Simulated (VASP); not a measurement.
SiNi3: single point with LDA

Crystal: SiNi3.

```
CELL_PARAMETERS angstrom
3.54200 0.00000 0.00000
0.00000 3.54200 0.00000
0.00000 0.00000 3.54200
ATOMIC_POSITIONS crystal
Ni 0.50000 0.50000 0.00000
Ni 0.50000 0.00000 0.50000
Ni 0.00000 0.50000 0.50000
Si 0.00000 0.00000 0.00000
```

```
Program                : VASP 6.6.1
Task                   : single point
Functional             : LDA
Potentials or basis    : VASP PAW LDA potentials, release 64 (Ni, Si)
Cutoff                 : 520 eV
k mesh                 : 8 × 8 × 8
Occupations            : fermi-dirac, width 0.05 eV
Spin                   : collinear spin, ferromagnetic start
Starting moments       : [1.0, 1.0, 1.0, 0.0] μB
Dipole correction      : no
Further INCAR settings : ALGO = Normal; EDIFF = 1e-07; NBANDS = 29
```

```yaml
Pressure: -19.9 GPa
Band_gap_on_the_k_mesh: zero (filled and empty bands overlap)
Net_moment: 0.00 μB per cell
Valence_electrons_inside_the_program's_atomic_spheres: Ni 9.42; Si 1.54
```

Levels at points of the mesh, in eV from the Fermi level:
Spin up:
```csv
k point,band 13,band 14,band 15,band 16,band 17,band 18,band 19,band 20,band 21,band 22
"(0.00, 0.00, 0.00)",-0.80,-0.57,-0.57,-0.28,0.02,0.02,0.02,4.51,6.24,6.24
"(0.50, 0.00, 0.00)",-1.27,-1.22,-1.09,-0.51,0.02,3.52,3.52,4.91,5.22,5.22
"(0.50, 0.50, 0.00)",-1.36,-1.34,-1.07,-0.97,-0.92,0.63,0.63,5.43,6.20,7.60
"(0.50, 0.50, 0.50)",-1.36,-1.20,-1.20,-0.29,-0.20,-0.20,-0.20,1.07,3.89,3.89
```
Spin down:
```csv
k point,band 15,band 16,band 17,band 18,band 19,band 20
"(0.00, 0.00, 0.00)",-0.57,-0.28,0.02,0.02,0.02,4.51
"(0.50, 0.00, 0.00)",-1.09,-0.51,0.02,3.52,3.52,4.91
"(0.50, 0.50, 0.00)",-1.07,-0.97,-0.92,0.63,0.63,5.43
"(0.50, 0.50, 0.50)",-1.20,-0.29,-0.20,-0.20,-0.20,1.07
```

Wall time 38 s on 1 thread of Intel(R) Xeon(R) 6975P-C (Granite Rapids), on a shared host, peak memory 0.19 GiB.

Caveat: the cell stands under tension.
